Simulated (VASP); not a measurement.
Here is a VASP 6.6.1 calculation.

INCAR

```
SYSTEM = PbO
ALGO     = Normal         ! electronic algorithm
EDIFF    = 1E-6           ! SCF threshold, eV
ENCUT    = 520            ! plane-wave cutoff, eV
GGA      = PE             ! functional
ISIF     = 2              ! what is computed and relaxed
ISMEAR   = -1             ! smearing method
LASPH    = .True.         ! aspherical terms in the spheres
LCHARG   = .False.        ! write CHGCAR
LREAL    = .False.        ! projectors in reciprocal space
LWAVE    = .False.        ! write WAVECAR
NBANDS   = 28             ! bands
NELM     = 60             ! most SCF steps
PREC     = Accurate       ! precision mode
SIGMA    = 0.02           ! smearing width, eV
```

Contents of KPOINTS:

```
k-points
0
Gamma
  6 6 4
  0 0 0
```

File POSCAR:

```
PbO
1.0
    3.6114630034      0.0000000000      0.0000000000
   -1.8057315017      3.1276187058      0.0000000000
    0.0000000000      0.0000000000      6.5078756550
Pb O
2 2
Direct
    0.0000000000      0.0000000000      0.0000000000
    0.0000000000      0.0000000000      0.5000000000
    0.3333333333      0.6666666667      0.2500000000
    0.6666666667      0.3333333333      0.7500000000
```

Potentials or basis: VASP PAW PBE potentials, release 64 (Pb_d, O).

The run is started by

```console
$ cat potpaw_PBE.64/Pb_d/POTCAR potpaw_PBE.64/O/POTCAR > POTCAR
$ mpirun -np 1 vasp_std > vasp.out
```

(1) Predict the pressure.

(2) Predict the band gap on the k mesh.

## Answers

(1) -0.1 GPa.

(2) zero (band 20 reaches 6.28 eV, above the bottom of band 21 at 6.21 eV).

Caveat: spin-orbit coupling is left out, which moves the levels of the heavy elements.
